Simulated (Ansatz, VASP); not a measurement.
**Two plane-wave programs on Ca**

```
Ca
1.0
     3.27665    0.00000    0.00000
     0.00000    3.27665    0.00000
     0.00000    0.00000    3.27665
Ca
1
Direct
  0.00000 0.00000 0.00000
```

Alike in both runs: task single point; functional LDA; k mesh 11 × 11 × 11; occupations fermi-dirac, width 0.1 eV; no spin polarisation.

|  | VASP | Ansatz |
| --- | --- | --- |
| version | VASP 6.6.1 | Ansatz 0.2.0 |
| potentials or method | VASP PAW LDA potentials, release 64 (Ca_sv), cutoff 520 eV | plane waves (420 eV) with PAW, scalar-relativistic |
| valence electrons in the cell | 10 | 10 |

```csv
,VASP,Ansatz,Ansatz less VASP
pressure (GPa),1.2,1.2,+0.02
```

Ansatz warns that its potentials were made for another functional, while VASP's fit it. LDA's correlation is that of Perdew and Zunger in VASP and of Perdew and Wang (1992) in Ansatz.
